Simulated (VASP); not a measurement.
Runs of VASP 6.6.1 on BeS. The structure is that of space group F-43m (No. 216), or close to it. The cells are those of the table. 

```tsv
cell	gap on the mesh (eV)	pressure (GPa)
a = 3.404, b = 3.404, c = 3.418 Å, angles 60.1, 60.1, 90.0°, 2 atoms	2.86	0.9
a = 3.387, b = 3.387, c = 3.418 Å, angles 60.3, 60.3, 90.0°, 2 atoms	(b)	1.4
a = 3.438, b = 3.438, c = 3.423 Å, angles 59.9, 59.9, 90.0°, 2 atoms	(a)	-0.4
a = 3.353, b = 3.353, c = 3.415 Å, angles 60.6, 60.6, 90.0°, 2 atoms	2.69	(c)
a = 3.404, b = 3.404, c = 3.419 Å, angles 60.2, 60.2, 90.0°, 2 atoms	2.86	0.7
```

Alike in all rows: task single point; level PBEsol; potentials or basis VASP PAW PBE potentials, release 64 (Be, S); no spin polarisation; k mesh 8 × 8 × 8; cutoff (eV) 520; smearing gaussian 0.01 eV.

Estimate the missing entries.

(a) 2.85; (b) 2.80; (c) 2.6.

Caveats: the PAW data sets were made with another functional, which shifts forces and pressure a little.

A k mesh can miss the band edges.
